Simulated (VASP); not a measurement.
The system is ZnBrF.

```
CELL_PARAMETERS angstrom
3.52457 0.00000 0.00000
0.00000 3.52457 0.00000
0.00000 0.00000 4.98450
ATOMIC_POSITIONS crystal
Zn 0.50000 0.00000 0.75000
Zn 0.00000 0.50000 0.25000
Br 0.50000 0.50000 0.50000
Br 0.00000 0.00000 0.50000
F 0.00000 0.00000 0.00000
F 0.50000 0.50000 0.00000
```

| Item | Value |
| --- | --- |
| Program | VASP 6.6.1 |
| Task | relaxation of cell and atoms |
| Functional | PBE |
| Potentials or basis | VASP PAW PBE potentials, release 64 (Zn, Br, F) |
| Cutoff | 600 eV |
| k mesh | 6 × 6 × 4 |
| Occupations | gaussian, width 0.1 eV |
| Spin | no spin polarisation |

At the start: pressure 139.9 GPa; volume 10.32 Å³/atom.

Task: Where does the relaxation end?

Result: Over 16 steps the energy falls by 2309.3 meV/atom and the volume is 17.70 Å³/atom (+71.5 %); space group P4/nmm (No. 129, to 0.1 Å) before and after.

Step by step:
| step | energy change (eV) | largest force (eV/Å) | pressure (GPa) | volume (Å³) |
| --- | --- | --- | --- | --- |
| 1 | 0.0000 | 8.1676 | 139.86 | 61.92 |
| 2 | -5.9102 | 0.3198 | -25.46 | 182.20 |
| 3 | -13.8064 | 0.0234 | -3.29 | 110.56 |
| 4 | -13.8400 | 0.0868 | -1.68 | 108.41 |
| 5 | -13.8501 | 0.1505 | -0.14 | 106.48 |
| 6 | -13.8470 | 0.1873 | 0.79 | 105.43 |
| 7 | -13.8480 | 0.1742 | 0.82 | 105.32 |
| 8 | -13.8499 | 0.1253 | 0.99 | 104.99 |
| 9 | -13.8514 | 0.1164 | 0.86 | 105.20 |
| 10 | -13.8542 | 0.0919 | 0.31 | 105.84 |
| 11 | -13.8530 | 0.0453 | -0.79 | 107.11 |
| 12 | -13.8548 | 0.0747 | -0.06 | 106.29 |
| 13 | -13.8548 | 0.0733 | -0.09 | 106.32 |
| 14 | -13.8550 | 0.0690 | -0.11 | 106.31 |
| 15 | -13.8554 | 0.0538 | -0.08 | 106.28 |
| 16 | -13.8559 | 0.0210 | -0.06 | 106.21 |

Final structure:
```cif
data_structure
_symmetry_space_group_name_H-M 'P 1'
_symmetry_Int_Tables_number 1
_cell_length_a 4.2922
_cell_length_b 4.2922
_cell_length_c 5.7649
_cell_angle_alpha 90.000
_cell_angle_beta 90.000
_cell_angle_gamma 90.000
_cell_volume 106.21
loop_
_atom_site_label
_atom_site_type_symbol
_atom_site_fract_x
_atom_site_fract_y
_atom_site_fract_z
_atom_site_occupancy
Zn1 Zn 0.50000 0.00000 0.80188 1
Zn2 Zn 0.00000 0.50000 0.19812 1
Br1 Br 0.50000 0.50000 0.50000 1
Br2 Br 0.00000 0.00000 0.50000 1
F1 F 0.00000 0.00000 0.00000 1
F2 F 0.50000 0.50000 0.00000 1
```

Caveat: the volume moved by over 15 % at a fixed basis, so the end points are rough.
